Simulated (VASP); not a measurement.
# SrO (rock salt type) in VASP: further runs, part 2 of 3

VASP 6.6.1. The steps go on from the part before.

## 3. Single point, HSE06

This run uses another cell than the first one, of 16.17 Å³/atom.

POSCAR reads:

```
SrO
1.0
    0.0000000000      2.5287309482      2.5287309482
    2.5287309482      0.0000000000      2.5287309482
    2.5287309482      2.5287309482      0.0000000000
Sr O
1 1
Direct
    0.0000000000      0.0000000000      0.0000000000
    0.5000000000      0.5000000000      0.5000000000
```

INCAR.step1 reads:

```
ALGO = Normal
EDIFF = 1E-5
ENCUT = 520
GGA = PE
ISIF = 2
ISMEAR = -1
LASPH = True
LCHARG = False
LREAL = False
LWAVE = True
NBANDS = 15
NELM = 80
PREC = Accurate
SIGMA = 0.05
```

INCAR.step2 reads:

```
ALGO = Normal
EDIFF = 1E-6
ENCUT = 520
GGA = PE
HFSCREEN = 0.2079
ISIF = 2
ISMEAR = -1
ISTART = 1
LASPH = True
LCHARG = False
LHFCALC = True
LREAL = False
LWAVE = False
NBANDS = 15
NELM = 80
PREC = Accurate
PRECFOCK = Normal
SIGMA = 0.05
```

KPOINTS reads:

```
k-points
0
Gamma
  4 4 4
```

Potentials or basis: VASP PAW PBE potentials, release 64 (Sr_sv, O).

Launch:

```console
$ cat potpaw_PBE.64/Sr_sv/POTCAR potpaw_PBE.64/O/POTCAR > POTCAR
$ cp INCAR.step1 INCAR
$ mpirun -np 1 vasp_std > vasp.out
$ cp INCAR.step2 INCAR
$ mpirun -np 1 vasp_std > vasp.out
```

OUTCAR:

```text
EDIFF = 1E-6
   ENCUT = 520
   GGA = PE
   HFSCREEN = 0.2079
   ISIF = 2
   ISMEAR = -1
   ISTART = 1
   LASPH = True
   LHFCALC = True
   LREAL = False
   NELM = 80
   PREC = Accurate
   PRECFOCK = Normal

 ion  position               nearest neighbor table
   1  0.000  0.000  0.000-   2 2.53   2 2.53   2 2.53   2 2.53   2 2.53   2 2.53
   2  0.500  0.500  0.500-   1 2.53   1 2.53   1 2.53   1 2.53   1 2.53   1 2.53

  LATTYP: Found a face centered cubic cell.
 ALAT       =     5.0574618964

  Lattice vectors:

 A1 = (   0.0000000000,   2.5287309482,   2.5287309482)
 A2 = (   2.5287309482,   0.0000000000,   2.5287309482)
 A3 = (   2.5287309482,   2.5287309482,   0.0000000000)

Analysis of symmetry for initial positions (statically):
=====================================================================
 Subroutine PRICEL returns:
 Original cell was already a primitive cell.

 Routine SETGRP: Setting up the symmetry group for a
 face centered cubic supercell.

 Subroutine GETGRP returns: Found 48 space group operations
 (whereof 48 operations were pure point group operations)
 out of a pool of 48 trial point group operations.

The static configuration has the point symmetry O_h .

Analysis of symmetry for dynamics (positions and initial velocities):
=====================================================================
 Subroutine PRICEL returns:
 Original cell was already a primitive cell.

 Routine SETGRP: Setting up the symmetry group for a
 face centered cubic supercell.

 Subroutine GETGRP returns: Found 48 space group operations
 (whereof 48 operations were pure point group operations)
 out of a pool of 48 trial point group operations.

The dynamic configuration has the point symmetry O_h .

 Subroutine INISYM returns: Found 48 space group operations
 (whereof 48 operations are pure point group operations),
 and found     1 'primitive' translations

----------------------------------------------------------------------------------------

                                     Primitive cell

  volume of cell :      32.3398

  direct lattice vectors                    reciprocal lattice vectors
     0.000000000  2.528730948  2.528730948    -0.197727639  0.197727639  0.197727639
     2.528730948  0.000000000  2.528730948     0.197727639 -0.197727639  0.197727639
     2.528730948  2.528730948  0.000000000     0.197727639  0.197727639 -0.197727639

  length of vectors
     3.576165603  3.576165603  3.576165603     0.342474317  0.342474317  0.342474317

  position of ions in fractional coordinates (direct lattice)
     0.000000000  0.000000000  0.000000000
     0.500000000  0.500000000  0.500000000

  ion indices of the primitive-cell ions
   primitive index   ion index
                 1           1
                 2           2

----------------------------------------------------------------------------------------

 KPOINTS: k-points

Automatic generation of k-mesh.
 Grid dimensions read from file:
 generate k-points for:    4    4    4

 Generating k-lattice:

[... 31 lines left out ...]
   ions per type =               1   1
   NGX,Y,Z   is equivalent  to a cutoff of  13.02, 13.02, 13.02 a.u.
   NGXF,Y,Z  is equivalent  to a cutoff of  26.03, 26.03, 26.03 a.u.
 SYSTEM =  unknown system
   PREC   = accura    normal or accurate (medium, high low for compatibility)
   ISTART =      1    job   : 0-new  1-cont  2-samecut
   ICHARG =      0    charge: 1-file 2-atom 10-const
   ISPIN  =      1    spin polarized calculation?
   LNONCOLLINEAR =      F non collinear calculations
   LSORBIT =      F    spin-orbit coupling
   LASPH  =      T    aspherical Exc in radial PAW
   ENCUT  =  520.0 eV  38.22 Ry    6.18 a.u.   6.65  6.65  6.65*2*pi/ulx,y,z
   NELM   =     80;   NELMIN=  2; NELMDL=  0     # of ELM steps
   EDIFF  = 0.1E-05   stopping-criterion for ELM
   LREAL  =      F    real-space projection
   EDIFFG = 0.1E-04   stopping-criterion for IOM
   NSW    =      0    number of steps for IOM
   IBRION =     -1    ionic relax: 0-MD 1-quasi-New 2-CG
   NFREE  =      0    steps in history (QN), initial steepest desc. (CG)
   ISIF   =      2    stress and relaxation
   ISYM   =      3    0-nonsym 1-usesym 2-fastsym
   POTIM  = 0.5000    time-step for ionic-motion
   TEBEG  =    0.0;   TEEND  =   0.0 temperature during run
   PSTRESS=    0.0 pullay stress
   NELECT =      16.0000    total number of electrons
   NUPDOWN=      -1.0000    fix difference up-down
   EMIN   =  10.00;   EMAX   =-10.00  energy-range for DOS
   EFERMI =   0.00;   METHOD = LEGACY
   ISMEAR =    -1;   SIGMA  =   0.05  broadening in eV -4-tet -1-fermi 0-gaus
   EFERMI_NEDOS =   21; number of points for ismear=-14 and -15
   IALGO  =     38    algorithm
   IMIX   =      1    mixing-type and parameters
     AMIX     =   0.40;   BMIX     =  1.00
     AMIX_MAG =   1.60;   BMIX_MAG =  1.00
  volume/ion in A,a.u.               =      16.17       109.12
  Fermi-wavevector in a.u.,A,eV,Ry     =   1.294799  2.446814 22.810212  1.676503
  Thomas-Fermi vector in A             =   2.426359
   LORBIT       =      0    0 simple, 1 ext, 2 COOP (PROOUT), +10 PAW based schemes
   GGA     = PE    functional components
   LHFCALC =     T    Hartree Fock is set to
   PRECFOCK=normal    Normal, Fast or Accurate (Low or Medium for compatibility)
   ENCUT4O =  -1.0   cutoff for four orbital integrals eV
   NKREDX  =     1    reduce k-point grid by
   NKREDY  =     1    reduce k-point grid by
   NKREDZ  =     1    reduce k-point grid by
   AEXX    =    0.2500 exact exchange contribution
   HFSCREEN=    0.2079 screening length (either q_TF or 0.3 A-1)
   HFSCREENC=   0.2079 screening length for correlation (either q_TF or 0.3 A-1)
   ENCUTFOCK=  -1.0 apply spherical cutoff to Coloumb kernel
   IVDW    =     0    specifies the selected vdW correction
   LEPSILON=     F    determine dielectric tensor
   LRPA    =     F    only Hartree local field effects (RPA)
 non-spin polarized calculation
  energy-cutoff  :      520.00
  volume of cell :       32.34
 maximum number of plane-waves:       893
 NGX is ok and might be reduce to    28
  NGX = 20; NGY = 20; NGZ = 20

 number of electron      15.9999996 magnetization

 Free energy of the ion-electron system (eV)
  ---------------------------------------------------
  ext. energy  EPLUGINS =         0.00000000
  ---------------------------------------------------
  free energy    TOTEN  =       -14.13956563 eV

  energy without entropy =      -14.13956563  energy(sigma->0) =      -14.13956563

 E-fermi :   1.9188     XC(G=0):  -8.4516

 val. band max:        0.8251755722   @ k =   0.0000   0.0000   0.0000
 cond. band min:       5.5457796307   @ k =   0.5000   0.5000   0.0000
 fundamental gap:      4.7206040585
 Fermi energy:         1.9187645609

 k-point     1 :       0.0000    0.0000    0.0000
  band No.  band energies     occupation
      1     -33.3260      2.00000
      2     -15.7970      2.00000
      3     -13.6147      2.00000
      4     -13.6147      2.00000
      5     -13.6147      2.00000
      6       0.8252      2.00000
      7       0.8252      2.00000
      8       0.8252      2.00000
      9       6.6951      0.00000
     10       8.8207      0.00000
     11       8.8207      0.00000
     12       8.8207      0.00000
     13      11.1838      0.00000
     14      11.1838      0.00000
[... 113 lines left out ...]
      2     -16.3812      2.00000
      3     -14.4513      2.00000
      4     -14.4513      2.00000
      5     -13.1617      2.00000
      6      -0.4550      2.00000
      7       0.4244      2.00000
      8       0.4244      2.00000
      9       8.6194      0.00000
     10       8.6194      0.00000
     11      11.6605      0.00000
     12      14.3525      0.00000
     13      14.6488      0.00000
     14      16.1710      0.00000
     15      18.0963      0.00000

------------------------ aborting loop because EDIFF is reached ----------------------------------------

  FORCE on cell =-STRESS in cart. coord.  units (eV):
  Direction    XX          YY          ZZ          XY          YZ          ZX
  --------------------------------------------------------------------------------------
  -------------------------------------------------------------------------------------
  Total        1.3397681      1.3397681      1.3397681      0.0000000     -0.0000000     -0.0000000
  in kB       66.3746660     66.3746660     66.3746660      0.0000000     -0.0000000     -0.0000000
  external PRESSURE =      66.3746660 kB  Pullay stress =       0.0000000 kB

 VOLUME and BASIS-vectors are now :
 -----------------------------------------------------------------------------
  energy-cutoff  :      520.00
  volume of cell :       32.34
      direct lattice vectors                 reciprocal lattice vectors
     0.000000000  2.528730948  2.528730948    -0.197727639  0.197727639  0.197727639
     2.528730948  0.000000000  2.528730948     0.197727639 -0.197727639  0.197727639
     2.528730948  2.528730948  0.000000000     0.197727639  0.197727639 -0.197727639

 POSITION                                       TOTAL-FORCE (eV/Angst)
 -----------------------------------------------------------------------------------
      0.00000      0.00000      0.00000         0.000000      0.000000      0.000000
      2.52873      2.52873      2.52873        -0.000000     -0.000000      0.000000
 -----------------------------------------------------------------------------------
    total drift:                                0.000000      0.000000     -0.000000

  FREE ENERGIE OF THE ION-ELECTRON SYSTEM (eV)
  ---------------------------------------------------
  free  energy   TOTEN  =       -14.1395656262 eV

  energy  without entropy=      -14.1395656262  energy(sigma->0) =      -14.13956563
```

OUTCAR.step1:

```text
EDIFF = 1E-5
   ENCUT = 520
   GGA = PE
   ISIF = 2
   ISMEAR = -1
[... 346 lines left out ...]
 -----------------------------------------------------------------------------------
      0.00000      0.00000      0.00000        -0.000000      0.000000     -0.000000
      2.52873      2.52873      2.52873         0.000000     -0.000000      0.000000
 -----------------------------------------------------------------------------------
    total drift:                                0.000000      0.000000      0.000000

  FREE ENERGIE OF THE ION-ELECTRON SYSTEM (eV)
  ---------------------------------------------------
  free  energy   TOTEN  =       -11.9744882337 eV

  energy  without entropy=      -11.9744882337  energy(sigma->0) =      -11.97448823
```

OSZICAR.step1:

```text
N       E                     dE             d eps       ncg     rms          rms(c)
DAV:   1     0.647973262856E+02    0.64797E+02   -0.87531E+03   240   0.107E+03
DAV:   2    -0.110952072287E+02   -0.75893E+02   -0.70167E+02   317   0.220E+02
DAV:   3    -0.141357403651E+02   -0.30405E+01   -0.30265E+01   299   0.378E+01
DAV:   4    -0.141958740320E+02   -0.60134E-01   -0.60128E-01   298   0.571E+00
DAV:   5    -0.141974008280E+02   -0.15268E-02   -0.15268E-02   284   0.706E-01    0.181E+01
DAV:   6    -0.121029729347E+02    0.20944E+01   -0.65183E+00   240   0.198E+01    0.214E+01
DAV:   7    -0.119832671816E+02    0.11971E+00   -0.27042E-01   275   0.461E+00    0.125E+01
DAV:   8    -0.119722319418E+02    0.11035E-01   -0.10845E-01   289   0.324E+00    0.582E-01
DAV:   9    -0.119738518501E+02   -0.16199E-02   -0.50870E-03   298   0.464E-01    0.224E-01
DAV:  10    -0.119743592486E+02   -0.50740E-03   -0.47933E-04   247   0.197E-01    0.728E-02
DAV:  11    -0.119744724271E+02   -0.11318E-03   -0.10574E-04   254   0.765E-02    0.272E-02
DAV:  12    -0.119744879015E+02   -0.15474E-04   -0.25013E-05   253   0.369E-02    0.190E-02
DAV:  13    -0.119744882337E+02   -0.33221E-06   -0.10342E-06   176   0.919E-03
   1 F= -.11974488E+02 E0= -.11974488E+02  d E =-.561875E-10
```

Wall time 2.4 min (1 thread of Intel Xeon Platinum 8559C (Emerald Rapids), shared host); peak memory 0.25 GiB.

What came out:

* Free energy: -14.1396 eV
* Pressure: 6.6 GPa
* Band gap on the k mesh: 4.72 eV (least direct gap 4.78 eV)

Caveat: the k points lie up to 0.54 Å⁻¹ apart; the PAW data sets were made with another functional, which shifts forces and pressure a little. A k mesh can miss the band edges.

## 4. Single point, HSE06

This run uses another cell than the first one, of 16.17 Å³/atom.

POSCAR is that of step 3.

INCAR.step1 reads:

```
SYSTEM = SrO
PREC = Accurate
ENCUT = 520
EDIFF = 1E-5
ISMEAR = -1
SIGMA = 0.05
LREAL = .FALSE.
LASPH = .TRUE.
NELM = 100
ALGO = Normal
ISIF = 2
LWAVE = .TRUE.
LCHARG = .FALSE.
GGA = PE
NBANDS = 15
```

INCAR.step2 reads:

```
SYSTEM = SrO
PREC = Accurate
ENCUT = 520
EDIFF = 1E-6
ISMEAR = -1
SIGMA = 0.05
LREAL = .FALSE.
LASPH = .TRUE.
NELM = 100
ALGO = Normal
ISIF = 2
LWAVE = .FALSE.
LCHARG = .FALSE.
GGA = PE
LHFCALC = .TRUE.
HFSCREEN = 0.2079
PRECFOCK = Normal
ISTART = 1
NBANDS = 15
```

KPOINTS reads:

```
Automatic mesh
0
G
  4 4 4
  0 0 0
```

Launch:

```console
$ cat potpaw_PBE.64/Sr_sv/POTCAR potpaw_PBE.64/O/POTCAR > POTCAR
$ cp INCAR.step1 INCAR
$ mpirun -np 1 vasp_std > vasp.out
$ cp INCAR.step2 INCAR
$ mpirun -np 1 vasp_std > vasp.out
```

Wall time 2.4 min (1 thread of Intel Xeon Platinum 8559C (Emerald Rapids), shared host); peak memory 0.25 GiB.

It converged, with:

```yaml
Free_energy: -14.1396 eV
Pressure: 6.6 GPa
Band_gap_on_the_k_mesh: 4.72 eV (least direct gap 4.78 eV)
```

Levels at points of the mesh, in eV from the valence-band top:
```
           k point  band 5  band 6  band 7  band 8  band 9  band 10  band 11  band 12
(0.00, 0.00, 0.00)  -14.44    0.00    0.00    0.00    5.87     8.00     8.00     8.00
(0.50, 0.00, 0.00)  -13.40   -2.37   -1.31   -1.31    8.49    10.42    11.03    11.03
(0.50, 0.50, 0.00)  -14.90   -0.38   -0.06   -0.06    4.72     9.98    12.39    12.65
```

Caveat: the k points lie up to 0.54 Å⁻¹ apart; the PAW data sets were made with another functional, which shifts forces and pressure a little.

(Part 2 of 3 ends here.)
